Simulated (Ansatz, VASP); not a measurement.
C in VASP and in Ansatz

Contents of INCAR:

```
PREC = Accurate
ENCUT = 520
EDIFF = 1E-6
ISMEAR = 0
SIGMA = 0.05
LREAL = False
LASPH = True
NELM = 60
ALGO = Normal
ISIF = 2
LWAVE = False
LCHARG = True
GGA = CA
LELF = True
LVHAR = True
NBANDS = 26
```

Contents of KPOINTS:

```
regular mesh
0
Gamma
  12 12 4
```

POSCAR

```
C
1.0
    2.5767618147      0.0000000000      0.0000000000
   -1.2883809073      2.2315411910      0.0000000000
    0.0000000000      0.0000000000      7.6392674604
C
8
Direct
    0.0000000000      0.0000000000      0.0870930396
    0.0000000000      0.0000000000      0.5870930396
    0.0000000000      0.0000000000      0.4129069604
    0.0000000000      0.0000000000      0.9129069604
    0.3333333333      0.6666666667      0.1600876728
    0.6666666667      0.3333333333      0.6600876728
    0.3333333333      0.6666666667      0.3399123272
    0.6666666667      0.3333333333      0.8399123272
```

Input for Ansatz:

```yaml
crystal:
  lattice:
    - [2.5767618147, 0.0, 0.0]
    - [-1.2883809073, 2.231541191, 0.0]
    - [0.0, 0.0, 7.6392674604]
  atoms:
    - { symbol: C, position: [0.0, 0.0, 0.0870930396] }
    - { symbol: C, position: [0.0, 0.0, 0.5870930396] }
    - { symbol: C, position: [0.0, 0.0, 0.4129069604] }
    - { symbol: C, position: [0.0, 0.0, 0.9129069604] }
    - { symbol: C, position: [0.3333333333, 0.6666666667, 0.1600876728] }
    - { symbol: C, position: [0.6666666667, 0.3333333333, 0.6600876728] }
    - { symbol: C, position: [0.3333333333, 0.6666666667, 0.3399123272] }
    - { symbol: C, position: [0.6666666667, 0.3333333333, 0.8399123272] }
basis:
  ecutwfc: 520.0
kpoints:
  mp_grid: { grid: [12, 12, 4] }
hamiltonian:
  xc: lda
  pseudopotentials: { kind: paw, azcp: { folder: soft_1 } }
scf:
  occupations: { method: gaussian, width: 0.05 }
output:
  forces: true
  stress: true
  eigenvalues: true
```

Change from the starting cell: mode 21 frozen in at -0.048 Å, strain +e along z and -e/2 along x and y -0.0700.

Alike in both runs: task single point; functional LDA; k mesh 12 × 12 × 4; occupations gaussian, width 0.05 eV; no spin polarisation.

|  | VASP | Ansatz |
| --- | --- | --- |
| version | VASP 6.6.1 | Ansatz 0.2.0 |
| potentials or method | VASP PAW LDA potentials, release 64 (C), cutoff 520 eV | scalar-relativistic, plane waves, PAW |
| valence electrons in the cell | 32 | 32 |

VASP gave:

```
gap on the k mesh at the Fermi level (eV)                     : 2.50
least direct gap on the mesh (eV)                             : 2.54
pressure (GPa)                                                : 23.0
traceless stress, the component that is largest in VASP (GPa) : 125.50
rms of the force components (eV/Å)                            : 3.515
```

Question: What did Ansatz give for the same quantities?

Answer: gap on the k mesh at the Fermi level (eV): 2.51; least direct gap on the mesh (eV): 2.55; pressure (GPa): 21.4; traceless stress, the component that is largest in VASP (GPa): 124.92; rms of the force components (eV/Å): 3.496.

Ansatz warns that its potentials were made for another functional, while VASP's fit it. LDA's correlation is that of Perdew and Zunger in VASP and of Perdew and Wang (1992) in Ansatz. Atom by atom the forces differ by 0.019 eV/Å (rms over components).
